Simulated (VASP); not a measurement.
# TaN (WC type): single point with PBE

Crystal: TaN (WC type).

```
Ta N
1.0
     2.48368    0.00000    0.00000
    -1.24184    2.15093    0.00000
     0.00000    0.00000    2.52705
Ta N
1 1
Cartesian
  0.0000 0.0000 0.0000
  0.0000 1.4340 1.2635
```

```yaml
Program: VASP 6.6.1
Task: single point
Functional: PBE
Potentials_or_basis: VASP PAW PBE potentials, release 64 (Ta_pv, N)
Cutoff: 520 eV
k_mesh: 18 × 18 × 16
Occupations: fermi-dirac, width 0.1 eV
Spin: no spin polarisation
Dipole_correction: no
Further_INCAR_settings: ALGO = Normal; EDIFF = 1e-06; NBANDS = 15
```

* Pressure: 450.7 GPa
* Band gap on the k mesh: zero (band 8 reaches 15.69 eV, above the bottom of band 9 at 13.40 eV)

Stress tensor (GPa, compression positive):
```
450.30   0.00   0.00
  0.00 450.30   0.00
  0.00   0.00 451.61
```

Levels at points of the mesh, in eV from the Fermi level:
| k point | band 4 | band 5 | band 6 | band 7 | band 8 | band 9 | band 10 | band 11 | band 12 | band 13 |
| --- | --- | --- | --- | --- | --- | --- | --- | --- | --- | --- |
| (0.00, 0.00, 0.00) | -22.12 | -7.93 | -7.46 | -7.46 | -3.89 | 5.14 | 5.14 | 5.35 | 6.42 | 6.42 |
| (0.50, 0.00, 0.00) | -17.81 | -11.40 | -9.31 | -6.82 | -4.28 | 4.11 | 7.10 | 7.20 | 9.27 | 12.35 |
| (0.00, 0.00, 0.50) | -15.42 | -12.79 | -6.07 | -6.07 | -1.32 | -1.32 | 2.37 | 4.30 | 4.30 | 12.12 |
| (0.50, 0.00, 0.50) | -20.36 | -11.17 | -9.40 | -8.30 | 0.97 | 7.38 | 9.57 | 10.10 | 11.94 | 14.24 |

Wall time 20 s on 1 thread of Intel(R) Xeon(R) 6975P-C (Granite Rapids), with other jobs on the host, peak memory 0.18 GiB.

Caveat: spin-orbit coupling is left out, which moves the levels of the heavy elements.
